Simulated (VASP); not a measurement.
# BiRuO4: single point with PBE

BiRuO4:

```
Bi Ru O
1.0
     0.00000    3.32521    3.32521
     3.32521    0.00000    3.32521
     3.32521    3.32521    0.00000
Bi Ru O
1 1 4
Direct
  0.25000 0.25000 0.25000
  0.00000 0.00000 0.00000
  0.12346 0.62551 0.62551
  0.62551 0.12346 0.62551
  0.62551 0.62551 0.12346
  0.62551 0.62551 0.62551
```

```json
{
  "Program": "VASP 6.6.1",
  "Task": "single point",
  "Functional": "PBE",
  "Potentials or basis": "VASP PAW PBE potentials, release 64 (Bi_d, Ru_pv, O)",
  "Cutoff": "520 eV",
  "k mesh": "10 × 10 × 10",
  "Occupations": "gaussian, width 0.1 eV",
  "Spin": "collinear spin, ferromagnetic start",
  "Starting moments": "[0.0, 2.52, 1.29, 1.29, 1.29, 1.29] μB",
  "Dipole correction": "no",
  "Further INCAR settings": "ALGO = Normal; EDIFF = 1e-07; NBANDS = 40"
}
```

The pressure is -9.3 GPa. The largest force is 0.055 eV/Å and the net moment is 0.00 μB per cell. The valence electrons inside the program's atomic spheres are Bi 12.52; Ru 12.21; O 4.71.

Forces in eV/Å, atoms in the order of the input:
```
Bi   0.000  0.000  0.000
Ru   0.000  0.000  0.000
O    0.032 -0.032 -0.032
O   -0.032  0.032 -0.032
O   -0.032 -0.032  0.032
O    0.032  0.032  0.032
```

Levels at points of the mesh, in eV from the Fermi level:
Spin up:
| k point | band 22 | band 23 | band 24 | band 25 | band 26 | band 27 | band 28 | band 29 | band 30 | band 31 |
| --- | --- | --- | --- | --- | --- | --- | --- | --- | --- | --- |
| (0.00, 0.00, 0.00) | -1.00 | -0.23 | -0.23 | -0.23 | 0.43 | 0.43 | 0.71 | 0.71 | 0.71 | 3.18 |
| (0.50, 0.00, 0.00) | -1.76 | -0.46 | -0.46 | -0.20 | -0.08 | 0.02 | 0.02 | 0.68 | 0.68 | 0.82 |
| (0.50, 0.50, 0.00) | -1.92 | -1.50 | -0.96 | -0.93 | -0.93 | -0.22 | 0.46 | 0.46 | 0.56 | 2.33 |
Spin down:
| k point | band 24 | band 25 | band 26 | band 27 | band 28 | band 29 |
| --- | --- | --- | --- | --- | --- | --- |
| (0.00, 0.00, 0.00) | -0.23 | -0.23 | 0.43 | 0.43 | 0.71 | 0.71 |
| (0.50, 0.00, 0.00) | -0.46 | -0.20 | -0.08 | 0.02 | 0.02 | 0.68 |
| (0.50, 0.50, 0.00) | -0.96 | -0.93 | -0.93 | -0.22 | 0.46 | 0.46 |

It took 5.7 min on 1 thread of Intel(R) Xeon(R) Platinum 8559C (Emerald Rapids) (shared host), peak memory 0.4 GiB.

Caveat: spin-orbit coupling is left out, which moves the levels of the heavy elements.
